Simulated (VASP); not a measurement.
Wanted: the native input for a VASP 6.6.1 run.

* Task: relaxation of cell and atoms
* Functional: PBE
* Potentials or basis: VASP PAW PBE potentials, release 64 (N, As, Y_sv)
* Cutoff: 600 eV
* k mesh: 6 × 6 × 6
* Occupations: fermi-dirac, width 0.02 eV
* Spin: no spin polarisation
* Dipole correction: no
* Further INCAR settings: ALGO = Normal; EDIFF = 1e-06; IBRION = 2; EDIFFG = -0.005; NSW = 80; ISIF = 3

The structure of Y2AsN lies in POSCAR:

```
Y2AsN
1.0
    2.0616709368      1.1903062704      6.7333890836
   -2.0616709368      1.1903062704      6.7333890836
    0.0000000000     -2.3806125407      6.7333890836
N As Y
1 1 2
Direct
    1.0000000000      0.0000000000      0.0000000000
    0.5000000000      0.5000000000      0.5000000000
    0.2500000000      0.2500000000      0.2500000000
    0.7500000000      0.7500000000      0.7500000000
```

One way to write it, as run:

INCAR

```
  PREC = Accurate
  ENCUT = 600
  EDIFF = 1E-6
  ISMEAR = -1
  SIGMA = 0.02
  LREAL = False
  LASPH = True
  NELM = 100
  ALGO = Normal
  ISIF = 3
  LWAVE = False
  LCHARG = False
  GGA = PE
  IBRION = 2
  NSW = 80
  EDIFFG = -0.005
```

KPOINTS

```
regular mesh
0
Gamma
  6 6 6
```

Potentials or basis: VASP PAW PBE potentials, release 64 (N, As, Y_sv).

Run with:

```console
$ cat potpaw_PBE.64/N/POTCAR potpaw_PBE.64/As/POTCAR potpaw_PBE.64/Y_sv/POTCAR > POTCAR
$ mpirun -np 1 vasp_std > vasp.out
```

It gave:

```yaml
Relaxed_volume: 19.22 Å³/atom
Relaxed_cell: a = 6.745 Å, b = 6.745 Å, c = 6.745 Å, α = 32.07°, β = 32.07°, γ = 32.07°
Space_group_after_relaxing_to_0.05_Å: R-3m (No. 166)
Energy_gained_by_relaxing: 477.6 meV/atom
Ionic_steps: 14
Pressure_after_relaxing: 0.0 GPa
Band_gap_on_the_k_mesh: zero (band 16 reaches 5.28 eV, above the bottom of band 17 at 4.15 eV)
```

Caveat: the volume moved by over 15 % at a fixed basis, so the end points are rough.

Run time: 33 min on 1 thread of Intel(R) Xeon(R) Platinum 8259CL CPU @ 2.50GHz (Skylake/Cascade Lake), on a shared host, peak memory 0.65 GiB.
